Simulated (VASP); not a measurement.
Here is a VASP 6.6.1 calculation.

The input INCAR:

```
  PREC = Accurate
  ENCUT = 520
  EDIFF = 1E-6
  ISMEAR = 0
  SIGMA = 0.02
  LREAL = Auto
  LASPH = T
  NELM = 120
  ALGO = Normal
  ISIF = 2
  LWAVE = F
  LCHARG = F
  GGA = PE
  NELECT = 312.0
  NBANDS = 182
  GGA_COMPAT = F
  KPAR = 2
  NCORE = 2
```

The input KPOINTS:

```
regular mesh
0
Gamma
  2 2 2
```

File POSCAR:

```
Ba8Ti8O23
1.0
    7.9682000000      0.0000000000      0.0000000000
    0.0000000000      5.6741000000      5.6916000000
    0.0000000000     -5.6741000000      5.6916000000
Ba Ti O
8 8 23
Direct
    0.0010646413      0.0028633208      0.0100991132
    0.0019159585      0.0030890655      0.4981890865
    0.0021254400      0.5026950579      0.0096650199
    0.0037639688      0.5035143803      0.4960007894
    0.4914466952      0.0022586284      0.0093768143
    0.4904266944      0.0027643053      0.4988770470
    0.4932858639      0.5019207588      0.0071505011
    0.4902388533      0.5029009962      0.4970776921
    0.2414598286      0.2573682950      0.2604166940
    0.2387277323      0.2647609633      0.7590812622
    0.2414495480      0.7588064490      0.2602469898
    0.2387857056      0.7582014499      0.7599256954
    0.7423288132      0.2642142629      0.2640982836
    0.7434727519      0.2281387553      0.7574057404
    0.7416064448      0.7585275078      0.2641195545
    0.7435929575      0.7718313035      0.7578334535
    0.0036883911      0.2453361974      0.2468716119
    0.2511010997      0.2458771524      0.4929101051
    0.2515880130      0.4924240271      0.2468408652
   -0.0039769329      0.2605977741      0.7440410073
    0.2509800189      0.2458203617      0.9897028762
    0.2502654924      0.4937238322      0.7463147568
    0.0045459015      0.7471826434      0.2463936077
    0.2514197120      0.7476076747      0.4921206161
    0.2516419417      0.9938312918      0.2468437558
   -0.0038494555      0.7370471456      0.7449036021
    0.2513706425      0.7476280816      0.9907395859
    0.2498411172      0.9901661261      0.7456929680
    0.5066121051      0.2453105924      0.2469867121
    0.7528984219      0.2596353490      0.5007963214
    0.7519872472      0.4934292348      0.2485206035
    0.5125974672      0.2622730692      0.7437925510
    0.7532629655      0.2626797806      0.9834677306
    0.5058308779      0.7470468779      0.2465432512
    0.7525019576      0.7387297895      0.5004950750
    0.7522735273      0.9905407286      0.2488982574
    0.5127921407      0.7349579487      0.7445249817
    0.7528200577      0.7358868621      0.9840399754
    0.7482276929      0.9997810593      0.7512660457
```

Potentials or basis: VASP PAW PBE potentials, release 64 (Ba_sv, Ti_sv, O).

Run with:

```bash
$ cat potpaw_PBE.64/Ba_sv/POTCAR potpaw_PBE.64/Ti_sv/POTCAR potpaw_PBE.64/O/POTCAR > POTCAR
$ mpirun -np 4 vasp_std > vasp.out
```

Question: Predict the largest force.

Answer: 0.106 eV/Å.

Forces in eV/Å, atoms in the order of the input:
```
Ba  -0.025  0.039 -0.061
Ba  -0.036 -0.033  0.009
Ba  -0.007  0.025 -0.052
Ba  -0.026 -0.027 -0.007
Ba   0.058  0.038 -0.061
Ba   0.059 -0.025  0.004
Ba   0.033  0.016 -0.041
Ba   0.051 -0.017 -0.013
Ti   0.034 -0.003 -0.069
Ti   0.038 -0.011 -0.099
Ti   0.042  0.027 -0.080
Ti   0.036  0.005 -0.064
Ti   0.044 -0.009 -0.071
Ti   0.051  0.078 -0.009
Ti   0.038 -0.007 -0.078
Ti   0.055  0.012 -0.065
O   -0.035  0.003  0.017
O   -0.009 -0.025  0.046
O   -0.010  0.029  0.043
O   -0.032 -0.020  0.007
O   -0.009 -0.034  0.049
O   -0.004  0.033  0.049
O   -0.040  0.001  0.018
O   -0.010 -0.031  0.047
O   -0.015  0.016  0.040
O   -0.026  0.004  0.022
O   -0.011 -0.034  0.047
O   -0.006  0.031  0.056
O   -0.037  0.001  0.015
O   -0.008 -0.047  0.028
O   -0.011  0.040  0.045
O   -0.044 -0.019  0.004
O   -0.012 -0.050  0.033
O   -0.037  0.002  0.016
O   -0.013 -0.026  0.048
O   -0.011  0.036  0.046
O   -0.049  0.008  0.026
O   -0.013 -0.024  0.057
O   -0.003 -0.004 -0.002
```

Caveat: the cell carries a net charge on a neutralising background, which shifts energy and pressure.
